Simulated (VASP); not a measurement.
Runs of VASP 6.6.1 on ZnF2. The structure is that of space group P4_2/mnm (No. 136), or close to it. The cells are those of the table. 

```tsv
cell	gap on the mesh (eV)	pressure (GPa)
atoms relaxed from a = 4.704, b = 4.704, c = 3.129 Å, 6 atoms	(a)	0.4
atoms relaxed from a = 4.672, b = 4.672, c = 3.108 Å, 6 atoms	(b)	3.0
atoms relaxed from a = 4.608, b = 4.608, c = 3.065 Å, 6 atoms	4.28	9.2
atoms relaxed from a = 4.766, b = 4.766, c = 3.170 Å, 6 atoms	4.17	-4.0
atoms relaxed from a = 4.796, b = 4.796, c = 3.191 Å, 6 atoms	4.16	-5.8
```

Alike in all rows: task relaxation of the atoms; level r2SCAN; potentials or basis VASP PAW PBE potentials, release 64 (Zn, F); no spin polarisation; k mesh 6 × 6 × 10; cutoff (eV) 580; smearing fermi-dirac 0.02 eV.

**Question.** Fill in the values left out.

**Answer.** (a) 4.21; (b) 4.23.

Caveats: the PAW data sets were made with another functional, which shifts forces and pressure a little.

A k mesh can miss the band edges.
